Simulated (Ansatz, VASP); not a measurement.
**Au: VASP beside Ansatz**

```
CELL_PARAMETERS angstrom
0.00000 2.00750 2.00750
2.00750 0.00000 2.00750
2.00750 2.00750 0.00000
ATOMIC_POSITIONS crystal
Au 0.00000 0.00000 0.00000
```

Alike in both runs: task single point; functional r2SCAN50; k mesh 6 × 6 × 6; occupations fermi-dirac, width 0.05 eV; no spin polarisation.

|  | VASP | Ansatz |
| --- | --- | --- |
| version | VASP 6.6.1 | Ansatz 0.2.0 |
| potentials or method | VASP PAW PBE potentials, release 64 (Au) | Ansatz PAW |
| plane-wave cutoff (eV) | 520 | 500 |
| valence electrons in the cell | 11 | 19 |

Ansatz gave:

```
gap on the k mesh at the Fermi level (eV) : none
pressure (GPa)                            : 14.6
```

Q: Estimate VASP's values.

A: gap on the k mesh at the Fermi level (eV): none; pressure (GPa): 14.4.

VASP's potentials were made for PBE, not for r2SCAN50. A gap of «none» marks a metal or a gap that the smearing closes. VASP's potentials hold 11 valence electrons a cell and Ansatz's 19, so a difference there can come from the potentials and not from the codes.

The k mesh is coarse, so the values compare programs but aren't converged. Spin-orbit coupling is off throughout.
